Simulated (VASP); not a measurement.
# HgTe (R-3m) in VASP: further runs

The runs below take HgTe through electric field gradients, with PBEsol.

Everything below comes from runs of VASP 6.6.1. Logs are shortened: lines on timing, memory, paths and dates and some standing lists are left out, and cuts for length are marked.

### Step 1. The cell of the first run

Symmetry: R-3m, No. 166, trigonal system. The conventional cell has a = 4.173 Å, b = 4.173 Å, c = 9.918 Å, α = 90.00°, β = 90.00°, γ = 120.00°. Within 3.8 Å of Hg (site symmetry -3m) lie 6 Te at 2.92 Å. Te (site symmetry -3m) has 6 Hg at 2.92 Å within 3.8 Å.

### Step 2. Electric field gradients, PBEsol (equal xy, yz and zx shear strains of -2 %)

Input file INCAR:

```
SYSTEM = HgTe
PREC = Accurate
ENCUT = 520
EDIFF = 1E-8
ISMEAR = -1
SIGMA = 0.08
LREAL = .False.
LASPH = .True.
NELM = 100
ALGO = Normal
ISIF = 2
LWAVE = .False.
LCHARG = .False.
GGA = PS
LEFG = .True.
NBANDS = 16
```

Input file KPOINTS:

```
regular mesh
0
Gamma
  12 12 12
  0 0 0
```

Input file POSCAR:

```
HgTe
1.0
   -0.0584300000      2.8922850000      2.8922850000
    2.8922850000     -0.0584300000      2.8922850000
    2.8922850000      2.8922850000     -0.0584300000
Hg Te
1 1
Direct
    0.0000000000      0.0000000000      0.0000000000
    0.5000000000      0.5000000000      0.5000000000
```

Potentials or basis: VASP PAW PBE potentials, release 64 (Hg, Te).

Command:

```bash
$ cat potpaw_PBE.64/Hg/POTCAR potpaw_PBE.64/Te/POTCAR > POTCAR
$ mpirun -np 1 vasp_std > vasp.out
```

OUTCAR:

```text
SYSTEM = HgTe
   PREC = Accurate
   ENCUT = 520
   EDIFF = 1E-8
   ISMEAR = -1
   LREAL = .False.
   LASPH = .True.
   NELM = 100
   ISIF = 2
   GGA = PS

 ion  position               nearest neighbor table
   1  0.000  0.000  0.000-   2 2.92   2 2.92   2 2.92   2 2.92   2 2.92   2 2.92
   2  0.500  0.500  0.500-   1 2.92   1 2.92   1 2.92   1 2.92   1 2.92   1 2.92

  LATTYP: Found a trigonal (rhomboedric) cell.
 ALAT       =     4.0907259878
 COS(alpha) =     0.4797000918

  Lattice vectors:

 A1 = (  -0.0584300000,   2.8922850000,   2.8922850000)
 A2 = (   2.8922850000,  -0.0584300000,   2.8922850000)
 A3 = (   2.8922850000,   2.8922850000,  -0.0584300000)

Analysis of symmetry for initial positions (statically):
=====================================================================
 Subroutine PRICEL returns:
 Original cell was already a primitive cell.

 Routine SETGRP: Setting up the symmetry group for a
 trigonal (rhombohedral) supercell.

 Subroutine GETGRP returns: Found 12 space group operations
 (whereof 12 operations were pure point group operations)
 out of a pool of 12 trial point group operations.

The static configuration has the point symmetry D_3d.

Analysis of symmetry for dynamics (positions and initial velocities):
=====================================================================
 Subroutine PRICEL returns:
 Original cell was already a primitive cell.

 Routine SETGRP: Setting up the symmetry group for a
 trigonal (rhombohedral) supercell.

 Subroutine GETGRP returns: Found 12 space group operations
 (whereof 12 operations were pure point group operations)
 out of a pool of 12 trial point group operations.

The dynamic configuration has the point symmetry D_3d.

 Subroutine INISYM returns: Found 12 space group operations
 (whereof 12 operations are pure point group operations),
 and found     1 'primitive' translations

----------------------------------------------------------------------------------------

                                     Primitive cell

  volume of cell :      49.8559

  direct lattice vectors                    reciprocal lattice vectors
    -0.058430000  2.892285000  2.892285000    -0.167721369  0.171179542  0.171179542
     2.892285000 -0.058430000  2.892285000     0.171179542 -0.167721369  0.171179542
     2.892285000  2.892285000 -0.058430000     0.171179542  0.171179542 -0.167721369

  length of vectors
     4.090725988  4.090725988  4.090725988     0.294508622  0.294508622  0.294508622

  position of ions in fractional coordinates (direct lattice)
     0.000000000  0.000000000  0.000000000
     0.500000000  0.500000000  0.500000000

  ion indices of the primitive-cell ions
   primitive index   ion index
                 1           1
                 2           2

----------------------------------------------------------------------------------------

 KPOINTS: regular mesh

Automatic generation of k-mesh.
 Grid dimensions read from file:
 generate k-points for:   12   12   12

 Generating k-lattice:

  Cartesian coordinates                     Fractional coordinates (reciprocal lattice)
    -0.013976781  0.014264962  0.014264962     0.083333333  0.000000000  0.000000000
     0.014264962 -0.013976781  0.014264962     0.000000000  0.083333333  0.000000000
     0.014264962  0.014264962 -0.013976781     0.000000000  0.000000000  0.083333333

  Length of vectors
     0.024542385  0.024542385  0.024542385

  Shift w.r.t. Gamma in fractional coordinates (k-lattice)
     0.000000000  0.000000000  0.000000000

 Subroutine IBZKPT returns following result:
 ===========================================

 Found    189 irreducible k-points:

 Following reciprocal coordinates:
            Coordinates               Weight
  0.000000  0.000000  0.000000      1.000000
  0.083333 -0.000000 -0.000000      6.000000
  0.166667 -0.000000 -0.000000      6.000000
  0.250000 -0.000000 -0.000000      6.000000
  0.333333 -0.000000 -0.000000      6.000000
  0.416667 -0.000000 -0.000000      6.000000
[... 16 lines left out ...]
  0.500000  0.166667 -0.000000     12.000000
 -0.416667  0.166667  0.000000     12.000000
 [... further k-points ...]
   k-points           NKPTS =    189   k-points in BZ     NKDIM =    189   number of bands    NBANDS=     16
   number of dos      NEDOS =    301   number of ions     NIONS =      2
   total plane-waves  NPLWV =  27000
   dimension x,y,z NGX =    30 NGY =   30 NGZ =   30
   dimension x,y,z NGXF=    60 NGYF=   60 NGZF=   60
   ions per type =               1   1
   NGX,Y,Z   is equivalent  to a cutoff of  12.19, 12.19, 12.19 a.u.
   NGXF,Y,Z  is equivalent  to a cutoff of  24.38, 24.38, 24.38 a.u.
 SYSTEM =  HgTe
   PREC   = accura    normal or accurate (medium, high low for compatibility)
   ISTART =      0    job   : 0-new  1-cont  2-samecut
   ICHARG =      2    charge: 1-file 2-atom 10-const
   ISPIN  =      1    spin polarized calculation?
   LNONCOLLINEAR =      F non collinear calculations
   LSORBIT =      F    spin-orbit coupling
   LASPH  =      T    aspherical Exc in radial PAW
   ENCUT  =  520.0 eV  38.22 Ry    6.18 a.u.   7.61  7.61  7.61*2*pi/ulx,y,z
   NELM   =    100;   NELMIN=  2; NELMDL= -5     # of ELM steps
   EDIFF  = 0.1E-07   stopping-criterion for ELM
   LREAL  =      F    real-space projection
   EDIFFG = 0.1E-06   stopping-criterion for IOM
   NSW    =      0    number of steps for IOM
   IBRION =     -1    ionic relax: 0-MD 1-quasi-New 2-CG
   NFREE  =      0    steps in history (QN), initial steepest desc. (CG)
   ISIF   =      2    stress and relaxation
   ISYM   =      2    0-nonsym 1-usesym 2-fastsym
   POTIM  = 0.5000    time-step for ionic-motion
   TEBEG  =    0.0;   TEEND  =   0.0 temperature during run
   PSTRESS=    0.0 pullay stress
   NELECT =      18.0000    total number of electrons
   NUPDOWN=      -1.0000    fix difference up-down
   EMIN   =  10.00;   EMAX   =-10.00  energy-range for DOS
   EFERMI =   0.00;   METHOD = LEGACY
   ISMEAR =    -1;   SIGMA  =   0.08  broadening in eV -4-tet -1-fermi 0-gaus
   EFERMI_NEDOS =   21; number of points for ismear=-14 and -15
   IALGO  =     38    algorithm
   IMIX   =      4    mixing-type and parameters
     AMIX     =   0.40;   BMIX     =  1.00
     AMIX_MAG =   1.60;   BMIX_MAG =  1.00
  volume/ion in A,a.u.               =      24.93       168.22
  Fermi-wavevector in a.u.,A,eV,Ry     =   1.165718  2.202888 18.488936  1.358898
  Thomas-Fermi vector in A             =   2.302240
   LORBIT       =      0    0 simple, 1 ext, 2 COOP (PROOUT), +10 PAW based schemes
   GGA     = PS    functional components
   LHFCALC =     F    Hartree Fock is set to
   AEXX    =    0.0000 exact exchange contribution
   IVDW    =     0    specifies the selected vdW correction
   LEPSILON=     F    determine dielectric tensor
   LRPA    =     F    only Hartree local field effects (RPA)
 non-spin polarized calculation
  energy-cutoff  :      520.00
  volume of cell :       49.86
 maximum number of plane-waves:      1368
   NGX = 15   NGY = 15   NGZ = 15

 number of electron      18.0000000 magnetization

 Free energy of the ion-electron system (eV)
  ---------------------------------------------------
  ext. energy  EPLUGINS =         0.00000000
  ---------------------------------------------------
  free energy    TOTEN  =        -4.12828022 eV

  energy without entropy =       -4.10438252  energy(sigma->0) =       -4.11633137

 E-fermi :   5.7637     XC(G=0): -10.6680

 val. band max:        5.7486620771   @ k =  -0.4167  -0.4167   0.2500
 cond. band min:       5.7638879597   @ k =   0.3333   0.3333   0.0833
 fundamental gap:      0.0152258826
 Fermi energy:         5.7636698271

 k-point     1 :       0.0000    0.0000    0.0000
  band No.  band energies     occupation
      1      -7.2787      2.00000
      2      -1.4406      2.00000
      3      -1.4406      2.00000
      4      -1.3868      2.00000
      5      -1.3868      2.00000
      6      -1.3496      2.00000
[... 8 lines left out ...]
     15      13.7977      0.00000
     16      13.7977      0.00000

 k-point     2 :       0.0833   -0.0000   -0.0000
  band No.  band energies     occupation
      1      -7.2037      2.00000
      2      -1.4770      2.00000
      3      -1.4683      2.00000
      4      -1.3988      2.00000
      5      -1.3729      2.00000
      6      -1.3409      2.00000
[... 8 lines left out ...]
     15      13.7980      0.00000
     16      14.0298      0.00000
[... 387 lines left out ...]
      5      -1.1414      2.00000
      6      -1.1071      2.00000
[... 8 lines left out ...]
     15      17.1363      0.00000
     16      17.7151      0.00000

 k-point    24 :      -0.4167    0.1667    0.0000
  band No.  band energies     occupation
      1      -5.6806      2.00000
      2      -2.0419      2.00000
      3      -1.8326      2.00000
      4      -1.6467      2.00000
      5      -1.1316      2.00000
      6      -1.1081      2.00000
[... 8 lines left out ...]
     15      16.1598      0.00000
     16      16.8853      0.00000

 [... further k-points ...]
[... 5 lines left out ...]
  --------------------------------------------------------------------------------------
  -------------------------------------------------------------------------------------
  Total        1.9867687      1.9867687      1.9867687      0.0870203      0.0870203      0.0870203
  in kB       63.8471325     63.8471325     63.8471325      2.7965003      2.7965003      2.7965003
  external PRESSURE =      63.8471325 kB  Pullay stress =       0.0000000 kB

 VOLUME and BASIS-vectors are now :
 -----------------------------------------------------------------------------
  energy-cutoff  :      520.00
  volume of cell :       49.86
      direct lattice vectors                 reciprocal lattice vectors
    -0.058430000  2.892285000  2.892285000    -0.167721369  0.171179542  0.171179542
     2.892285000 -0.058430000  2.892285000     0.171179542 -0.167721369  0.171179542
     2.892285000  2.892285000 -0.058430000     0.171179542  0.171179542 -0.167721369

 POSITION                                       TOTAL-FORCE (eV/Angst)
 -----------------------------------------------------------------------------------
      0.00000      0.00000      0.00000         0.000000     -0.000000     -0.000000
      2.86307      2.86307      2.86307        -0.000000      0.000000      0.000000
 -----------------------------------------------------------------------------------
    total drift:                               -0.000000      0.000000      0.000000

  FREE ENERGIE OF THE ION-ELECTRON SYSTEM (eV)
  ---------------------------------------------------
  free  energy   TOTEN  =        -4.1282802220 eV

  energy  without entropy=       -4.1043825235  energy(sigma->0) =       -4.11633137

 Electric field gradients (V/A^2)
---------------------------------------------------------------------
 ion       V_xx      V_yy      V_zz      V_xy      V_xz      V_yz
---------------------------------------------------------------------
   1       0.000    -0.000     0.000     8.431     8.431     8.431
   2       0.000     0.000     0.000    -9.324    -9.324    -9.324
---------------------------------------------------------------------

 Electric field gradients after diagonalization (V/A^2)
 (convention: |V_zz| > |V_xx| > |V_yy|)
----------------------------------------------------------------------
 ion       V_xx      V_yy      V_zz     asymmetry (V_yy - V_xx)/ V_zz
----------------------------------------------------------------------
   1      -8.431    -8.431    16.861       0.000
   2       9.324     9.324   -18.647       0.000
----------------------------------------------------------------------

           NMR quadrupolar parameters

 Cq : quadrupolar parameter    Cq=e*Q*V_zz/h
 eta: asymmetry parameters     (V_yy - V_xx)/ V_zz
 Q  : nuclear electric quadrupole moment in mb (millibarn)
----------------------------------------------------------------------
 ion       Cq(MHz)       eta       Q (mb)
----------------------------------------------------------------------
   1       0.041       0.000       1.000
   2      -0.045       0.000       1.000
----------------------------------------------------------------------
```

Wall time 2.1 min (1 thread of Intel Xeon Platinum 8488C (Sapphire Rapids), shared host); peak memory 0.29 GiB.

What came out:

```
Free energy                             : -4.1283 eV
Pressure                                : 6.4 GPa
Band gap on the k mesh                  : zero (bands 9 and 10 overlap by 3.18 eV)
Largest electric field gradient by atom : Hg +16.9; Te -18.6 V/Å²
```

Electric field gradients, principal values (V/Å²):
| atom | least | middle | greatest (by size) |
| --- | --- | --- | --- |
| 1 Hg | -8.431 | -8.431 | 16.861 |
| 2 Te | 9.324 | 9.324 | -18.647 |

Caveat: the cell differs from its parent crystal (equal xy, yz and zx shear strains of -2 %); the cell stands under pressure; without QUAD_EFG the Cq values of the log hold for a quadrupole moment of 1 mb, not for the nuclei; the PAW data sets were made with another functional, which shifts forces and pressure a little; spin-orbit coupling is left out, which moves the levels of the heavy elements.

### Step 3. Electric field gradients, PBEsol (equal xy, yz and zx shear strains of -1 %)

Input file INCAR:

```
SYSTEM = HgTe
PREC = Accurate
ENCUT = 520
EDIFF = 1E-8
ISMEAR = -1
SIGMA = 0.08
LREAL = .FALSE.
LASPH = .TRUE.
NELM = 100
ALGO = Normal
ISIF = 2
LWAVE = .FALSE.
LCHARG = .FALSE.
GGA = PS
LEFG = .TRUE.
NBANDS = 16
```

Input file KPOINTS:

```
Automatic mesh
0
G
  12 12 12
  0 0 0
```

Input file POSCAR:

```
HgTe
1.0
   -0.0292150000      2.9068925000      2.9068925000
    2.9068925000     -0.0292150000      2.9068925000
    2.9068925000      2.9068925000     -0.0292150000
Hg Te
1 1
Direct
    0.0000000000      0.0000000000      0.0000000000
    0.5000000000      0.5000000000      0.5000000000
```

Potentials or basis: VASP PAW PBE potentials, release 64 (Hg, Te).

Command:

```bash
$ cat potpaw_PBE.64/Hg/POTCAR potpaw_PBE.64/Te/POTCAR > POTCAR
$ mpirun -np 1 vasp_std > vasp.out
```

OUTCAR:

```text
SYSTEM = HgTe
   PREC = Accurate
   ENCUT = 520
   EDIFF = 1E-8
   ISMEAR = -1
   LREAL = .FALSE.
   LASPH = .TRUE.
   NELM = 100
   ISIF = 2
   GGA = PS

 ion  position               nearest neighbor table
   1  0.000  0.000  0.000-   2 2.92   2 2.92   2 2.92   2 2.92   2 2.92   2 2.92
   2  0.500  0.500  0.500-   1 2.92   1 2.92   1 2.92   1 2.92   1 2.92   1 2.92

  LATTYP: Found a trigonal (rhomboedric) cell.
 ALAT       =     4.1110706062
 COS(alpha) =     0.4899250057

  Lattice vectors:

 A1 = (  -0.0292150000,   2.9068925000,   2.9068925000)
 A2 = (   2.9068925000,  -0.0292150000,   2.9068925000)
 A3 = (   2.9068925000,   2.9068925000,  -0.0292150000)

Analysis of symmetry for initial positions (statically):
=====================================================================
 Subroutine PRICEL returns:
 Original cell was already a primitive cell.

 Routine SETGRP: Setting up the symmetry group for a
[... 646 lines left out ...]
      direct lattice vectors                 reciprocal lattice vectors
    -0.029215000  2.906892500  2.906892500    -0.169433424  0.171153560  0.171153560
     2.906892500 -0.029215000  2.906892500     0.171153560 -0.169433424  0.171153560
     2.906892500  2.906892500 -0.029215000     0.171153560  0.171153560 -0.169433424

 POSITION                                       TOTAL-FORCE (eV/Angst)
 -----------------------------------------------------------------------------------
      0.00000      0.00000      0.00000        -0.000000      0.000000      0.000000
      2.89229      2.89229      2.89229         0.000000     -0.000000     -0.000000
 -----------------------------------------------------------------------------------
    total drift:                                0.000000     -0.000000     -0.000000

  FREE ENERGIE OF THE ION-ELECTRON SYSTEM (eV)
  ---------------------------------------------------
  free  energy   TOTEN  =        -4.1307008662 eV

  energy  without entropy=       -4.1067676835  energy(sigma->0) =       -4.11873427

 Electric field gradients (V/A^2)
---------------------------------------------------------------------
 ion       V_xx      V_yy      V_zz      V_xy      V_xz      V_yz
---------------------------------------------------------------------
   1       0.000     0.000     0.000     4.221     4.221     4.221
   2       0.000    -0.000     0.000    -4.685    -4.685    -4.685
---------------------------------------------------------------------

 Electric field gradients after diagonalization (V/A^2)
 (convention: |V_zz| > |V_xx| > |V_yy|)
----------------------------------------------------------------------
 ion       V_xx      V_yy      V_zz     asymmetry (V_yy - V_xx)/ V_zz
----------------------------------------------------------------------
   1      -4.221    -4.221     8.442       0.000
   2       4.685     4.685    -9.370       0.000
----------------------------------------------------------------------

           NMR quadrupolar parameters

 Cq : quadrupolar parameter    Cq=e*Q*V_zz/h
 eta: asymmetry parameters     (V_yy - V_xx)/ V_zz
 Q  : nuclear electric quadrupole moment in mb (millibarn)
----------------------------------------------------------------------
 ion       Cq(MHz)       eta       Q (mb)
----------------------------------------------------------------------
   1       0.020       0.000       1.000
   2      -0.023       0.000       1.000
----------------------------------------------------------------------
```

stdout:

```text
POSCAR found type information on POSCAR HgTe
 POSCAR found :  2 types and       2 ions
 scaLAPACK will be used
 -----------------------------------------------------------------------------
|                                                                             |
|                                                                             |
|     You enforced a specific xc type in the INCAR file but a different       |
|     I HOPE YOU KNOW WHAT YOU ARE DOING!                                     |
|                                                                             |
 -----------------------------------------------------------------------------

 LDA part: xc-table for (Slater+PW92), standard interpolation
 POSCAR, INCAR and KPOINTS ok, starting setup
 FFT: planning ... GRIDC
 FFT: planning ... GRID_SOFT
 FFT: planning ... GRID
 WAVECAR not read
 entering main loop
ion   1

ion   2
```

Run time: 1.8 min. Hardware: 1 thread of Intel Xeon Platinum 8488C (Sapphire Rapids), shared host; peak memory 0.29 GiB.

What came out:

```
Free energy                             : -4.1307 eV
Pressure                                : 6.4 GPa
Band gap on the k mesh                  : zero (bands 9 and 10 overlap by 3.22 eV)
Largest electric field gradient by atom : Hg +8.4; Te -9.4 V/Å²
```

Stress tensor (GPa, compression positive):
```
6.38 0.14 0.14
0.14 6.38 0.14
0.14 0.14 6.38
```

Electric field gradients, principal values (V/Å²):
```tsv
atom	least	middle	greatest (by size)
1 Hg	-4.221	-4.221	8.442
2 Te	4.685	4.685	-9.370
```

Caveat: the cell differs from its parent crystal (equal xy, yz and zx shear strains of -1 %); the cell stands under pressure; without QUAD_EFG the Cq values of the log hold for a quadrupole moment of 1 mb, not for the nuclei; the PAW data sets were made with another functional, which shifts forces and pressure a little; spin-orbit coupling is left out, which moves the levels of the heavy elements.
